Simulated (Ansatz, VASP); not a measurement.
LiF in VASP and in Ansatz

POSCAR

```
LiF
1.0
    0.0000000000      1.9948691812      1.9948691812
    1.9948691812      0.0000000000      1.9948691812
    1.9948691812      1.9948691812      0.0000000000
Li F
1 1
Direct
    0.0000000000      0.0000000000      0.0000000000
    0.5000000000      0.5000000000      0.5000000000
```

The input INCAR.step1:

```
SYSTEM = LiF
PREC = Accurate
ENCUT = 650
EDIFF = 1E-5
ISMEAR = 0
SIGMA = 0.01
LREAL = .False.
LASPH = .True.
NELM = 120
ALGO = Normal
ISIF = 2
LWAVE = .True.
LCHARG = .False.
GGA = PE
NBANDS = 12
GGA_COMPAT = .False.
```

Contents of INCAR.step2:

```
SYSTEM = LiF
PREC = Accurate
ENCUT = 650
EDIFF = 1E-6
ISMEAR = 0
SIGMA = 0.01
LREAL = .False.
LASPH = .True.
NELM = 120
ALGO = Normal
ISIF = 2
LWAVE = .False.
LCHARG = .False.
GGA = PE
LHFCALC = .True.
AEXX = 0.25
PRECFOCK = Normal
ISTART = 1
NBANDS = 12
GGA_COMPAT = .False.
```

File KPOINTS:

```
regular mesh
0
Gamma
  8 8 8
  0 0 0
```

Input for Ansatz:

```yaml
crystal:
  lattice:
    - [0.0, 1.9948691812, 1.9948691812]
    - [1.9948691812, 0.0, 1.9948691812]
    - [1.9948691812, 1.9948691812, 0.0]
  atoms:
    - { symbol: Li, position: [0.0, 0.0, 0.0] }
    - { symbol: F, position: [0.5, 0.5, 0.5] }
kpoints:
  mp_grid: { grid: [8, 8, 8] }
  band_path:
    path:
      - [0.0, 0.0, 0.0]
      - [0.5, 0.0, 0.5]
      - [0.625, 0.25, 0.625]
      - [0.375, 0.375, 0.75]
      - [0.5, 0.5, 0.5]
      - [0.5, 0.25, 0.75]
      - [0.0375, 0.0375, 0.075]
    npoints: 1
hamiltonian:
  xc: pbe0
scf:
  occupations: { method: fixed }
  n_extra_bands: 4
output:
  forces: true
  stress: true
  eigenvalues: true
```

Alike in both runs: task single point; functional PBE0; k mesh 8 × 8 × 8; no spin polarisation.

```csv
,VASP,Ansatz
version,VASP 6.6.1,Ansatz 0.2.0
potentials or method,"VASP PAW PBE potentials, release 64 (Li_sv, F)","plane waves, PAW"
plane-wave cutoff (eV),650,420
occupations,"gaussian, width 0.01 eV",fixed
valence electrons in the cell,10,10
```

```csv
,VASP,Ansatz,Ansatz less VASP
gap on the k mesh at the Fermi level (eV),12.42,12.43,+0.013
pressure (GPa),0.2,1.1,+0.91
```

Ansatz's warnings: stress exchange threshold loose, stress scf threshold loose.
